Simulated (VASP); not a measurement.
Here is a VASP 6.6.1 calculation.

The input INCAR:

```
  ALGO = Fast
  EDIFF = 1E-6
  ENCUT = 520
  GGA = PS
  ISIF = 2
  ISMEAR = 0
  LASPH = True
  LCHARG = False
  LREAL = False
  LWAVE = False
  NBANDS = 11
  NELM = 100
  PREC = Accurate
  SIGMA = 0.15
```

File KPOINTS:

```
k-points
0
Gamma
  26 26 26
```

The input POSCAR:

```
Pt
1.0
   -1.5838776602      1.5838776602      1.5838776602
    1.5838776602     -1.5838776602      1.5838776602
    1.5838776602      1.5838776602     -1.5838776602
Pt
1
Direct
    0.0000000000      0.0000000000      0.0000000000
```

Potentials or basis: VASP PAW PBE potentials, release 64 (Pt).

Command:

```console
$ cat potpaw_PBE.64/Pt/POTCAR > POTCAR
$ mpirun -np 1 vasp_std > vasp.out
```

(1) Predict the band gap on the k mesh.

(2) Predict the pressure.

Answers

(1) zero (band 5 reaches 10.92 eV, above the bottom of band 6 at 8.79 eV).

(2) -11.2 GPa.

Caveat: the cell differs from its parent crystal (strain +0.015 along x and y, +0.015 along z); the PAW data sets were made with another functional, which shifts forces and pressure a little; spin-orbit coupling is left out, which moves the levels of the heavy elements.
